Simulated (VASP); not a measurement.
A run of VASP 6.6.1 is set up as follows.

POSCAR

```
Si
1.0
   -3.3439663026      3.3106930060      1.9218805230
    3.3439663026     -3.3106930060      1.9218805230
    3.3439663026      3.3106930060     -1.9218805230
Si
4
Direct
    0.1787531995      0.1787531995      0.3575063991
    0.8212468005      0.8212468005      0.6424936010
    0.1787531995      0.8212468005      0.0000000000
    0.8212468005      0.1787531995      0.0000000000
```

Contents of INCAR.step1:

```
ALGO     = Normal         # electronic algorithm
EDIFF    = 1E-4           # SCF threshold, eV
ENCUT    = 520            # plane-wave cutoff, eV
GGA      = PE             # functional
ISMEAR   = 0              # smearing method
LASPH    = True           # aspherical terms in the spheres
LCHARG   = False          # write CHGCAR
LREAL    = False          # projectors in reciprocal space
LWAVE    = True           # write WAVECAR
NBANDS   = 16             # bands
NELM     = 80             # most SCF steps
PREC     = Accurate       # precision mode
SIGMA    = 0.05           # smearing width, eV
```

The input INCAR.step2:

```
ALGO     = Normal         # electronic algorithm
EDIFF    = 1E-6           # SCF threshold, eV
ENCUT    = 520            # plane-wave cutoff, eV
ISIF     = 2              # what is computed and relaxed
ISMEAR   = 0              # smearing method
ISTART   = 1            
LASPH    = True           # aspherical terms in the spheres
LCHARG   = False          # write CHGCAR
LMIXTAU  = True         
LREAL    = False          # projectors in reciprocal space
LWAVE    = False          # write WAVECAR
METAGGA  = R2SCAN         # meta-GGA
NBANDS   = 16             # bands
NELM     = 80             # most SCF steps
PREC     = Accurate       # precision mode
SIGMA    = 0.05           # smearing width, eV
```

The input KPOINTS:

```
k-points
0
Gamma
  10 10 10
```

Potentials or basis: VASP PAW PBE potentials, release 64 (Si).

The run is started by

```bash
$ cat potpaw_PBE.64/Si/POTCAR > POTCAR
$ cp INCAR.step1 INCAR
$ mpirun -np 1 vasp_std > vasp.out
$ cp INCAR.step2 INCAR
$ mpirun -np 1 vasp_std > vasp.out
```

Problem. Predict the pressure.

Solution. -0.2 GPa.

Problem. Predict the largest force.

Solution. 0.111 eV/Å.

Problem. Predict the band gap on the k mesh.

Solution. 0.47 eV (least direct gap 0.57 eV).

Stress tensor (GPa, compression positive):
```
-1.15  0.00  0.00
 0.00  0.80  0.00
 0.00  0.00 -0.21
```

Caveat: the cell differs from its parent crystal (strain +0.0050 x Voigt [1, -1, 0, 0, 0, 0]); the PAW data sets were made with another functional, which shifts forces and pressure a little. A k mesh can miss the band edges.
